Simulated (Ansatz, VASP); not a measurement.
**One calculation of AlNi, two programs**

```
CELL_PARAMETERS angstrom
1.93869 -1.95319 0.00000
1.93869 1.95319 0.00000
0.00000 0.00000 3.09943
ATOMIC_POSITIONS crystal
Al 0.00000 0.00000 0.00000
Ni 0.50000 0.50000 0.50000
```

Alike in both runs: task single point; functional LDA; k mesh 16 × 16 × 14; occupations gaussian, width 0.1 eV; no spin polarisation.

```csv
,VASP,Ansatz
version,VASP 6.6.1,Ansatz 0.2.0
potentials or method,"VASP PAW LDA potentials, release 64 (Al, Ni), cutoff 520 eV","scalar-relativistic, plane waves, PAW"
valence electrons in the cell,13,21
```

```csv
,VASP,Ansatz,Ansatz less VASP
gap on the k mesh at the Fermi level (eV),none,none,-
pressure (GPa),-4.8,-5.1,-0.32
"traceless stress, the component that is largest in VASP (GPa)",-4.60,-4.47,+0.130
```

LDA's correlation is that of Perdew and Zunger in VASP and of Perdew and Wang (1992) in Ansatz. A gap of «none» marks a metal or a gap that the smearing closes. VASP's potentials hold 13 valence electrons a cell and Ansatz's 21, so a difference there can come from the potentials and not from the codes.
